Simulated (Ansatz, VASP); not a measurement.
**Two plane-wave programs on Ag**

Contents of INCAR:

```
SYSTEM = Ag
  PREC = Accurate
  ENCUT = 520
  EDIFF = 1E-6
  ISMEAR = 0
  SIGMA = 0.15
  LREAL = .False.
  LASPH = .True.
  NELM = 80
  ALGO = Fast
  ISIF = 2
  LWAVE = .False.
  LCHARG = .True.
  GGA = PS
  LELF = .True.
  LVHAR = .True.
  NBANDS = 12
```

The input KPOINTS:

```
Automatic mesh
0
Gamma
  22 22 22
  0 0 0
```

File POSCAR:

```
Ag
1.0
    0.0000000000      2.3585866620      1.5330813303
    2.3585866620      0.0000000000      1.5330813303
    2.3585866620      2.3585866620      0.0000000000
Ag
1
Direct
    0.0000000000      0.0000000000      0.0000000000
```

Input for Ansatz:

```yaml
crystal:
  lattice:
    - [0.0, 2.358586662, 1.5330813303]
    - [2.358586662, 0.0, 1.5330813303]
    - [2.358586662, 2.358586662, 0.0]
  atoms:
    - { symbol: Ag, position: [0.0, 0.0, 0.0] }
basis:
  ecutwfc: 420
kpoints:
  mp_grid: { grid: [22, 22, 22] }
hamiltonian:
  xc: pbesol
scf:
  occupations: { method: gaussian, width: 0.15 }
output:
  forces: true
  stress: true
  eigenvalues: true
  write_density: true
  write_potential: true
  elf: true
  volumetric_format: npy
```

Alike in both runs: task single point; functional PBEsol; k mesh 22 × 22 × 22; occupations gaussian, width 0.15 eV; no spin polarisation.

|  | VASP | Ansatz |
| --- | --- | --- |
| version | VASP 6.6.1 | Ansatz 0.2.0 |
| potentials or method | VASP PAW PBE potentials, release 64 (Ag), cutoff 520 eV | scalar-relativistic, plane waves, PAW |
| valence electrons in the cell | 11 | 19 |

VASP gave:

* gap on the k mesh at the Fermi level (eV): none
* pressure (GPa): -1.9
* traceless stress, the component that is largest in VASP (GPa): -0.16

Estimate Ansatz's values.

gap on the k mesh at the Fermi level (eV): none; pressure (GPa): -1.8; traceless stress, the component that is largest in VASP (GPa): -0.16.

VASP's potentials were made for PBE, not for PBEsol. A gap of «none» marks a metal or a gap that the smearing closes. The functional is the same, so the differences come from potentials, cutoffs and numerics. VASP's potentials hold 11 valence electrons a cell and Ansatz's 19, so a difference there can come from the potentials and not from the codes.
